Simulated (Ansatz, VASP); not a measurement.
**One calculation of ZnO, two programs**

INCAR

```
SYSTEM = ZnO
PREC = Accurate
ENCUT = 520
EDIFF = 1E-8
ISMEAR = -1
SIGMA = 0.02
LREAL = .FALSE.
LASPH = .TRUE.
NELM = 100
ALGO = Normal
ISIF = 2
LWAVE = .FALSE.
LCHARG = .FALSE.
GGA = CA
LEFG = .TRUE.
NBANDS = 26
```

KPOINTS

```
Automatic mesh
0
G
  11 11 6
  0 0 0
```

The input POSCAR:

```
ZnO
1.0
    3.2385310885      0.0000000000      0.0000000000
   -1.6192655442      2.8046501935      0.0000000000
    0.0000000000      0.0000000000      5.1863958566
Zn O
2 2
Direct
    0.3333333333      0.6666666667      0.0000000000
    0.6666666667      0.3333333333      0.5000000000
    0.3333333333      0.6666666667      0.3821000000
    0.6666666667      0.3333333333      0.8821000000
```

Input for Ansatz:

```yaml
crystal:
  lattice:
    - [3.2385310885, 0.0, 0.0]
    - [-1.6192655442, 2.8046501935, 0.0]
    - [0.0, 0.0, 5.1863958566]
  atoms:
    - { symbol: Zn, position: [0.3333333333, 0.6666666667, 0.0] }
    - { symbol: Zn, position: [0.6666666667, 0.3333333333, 0.5] }
    - { symbol: O, position: [0.3333333333, 0.6666666667, 0.3821] }
    - { symbol: O, position: [0.6666666667, 0.3333333333, 0.8821] }
kpoints:
  mp_grid: { grid: [11, 11, 6] }
scf:
  occupations: { method: fermi_dirac, width: 0.02 }
hamiltonian:
  xc: lda
  pseudopotentials: { kind: all_electron, datasets: crystal }
output:
  forces: true
  stress: true
  eigenvalues: true
  efg: { contact_densities: true }
```

Change from the starting cell: volume scaled by 0.99, crystal datasets.

Alike in both runs: task electric field gradients; functional LDA; k mesh 11 × 11 × 6; occupations fermi-dirac, width 0.02 eV; no spin polarisation.

|  | VASP | Ansatz |
| --- | --- | --- |
| version | VASP 6.6.1 | Ansatz 0.2.0 |
| potentials or method | VASP PAW LDA potentials, release 64 (Zn, O), cutoff 520 eV | all-electron PAW with datasets made for the crystal, scalar-relativistic |

```csv
,VASP,Ansatz,Ansatz less VASP
gap on the k mesh at the Fermi level (eV),0.76,0.76,+0.004
pressure (GPa),-4.6,-5.7,-1.08
"traceless stress, the component that is largest in VASP (GPa)",0.38,0.39,+0.018
rms of the force components (eV/Å),0.024,0.024,-0.0003
size of Vzz on the site where it differs most (V/Å²),7.9,7.2,-0.65
```

LDA's correlation is that of Perdew and Zunger in VASP and of Perdew and Wang (1992) in Ansatz. Atom by atom the forces differ by 0.000 eV/Å (rms over components). Ansatz ran all-electron here, and VASP with PAW potentials.
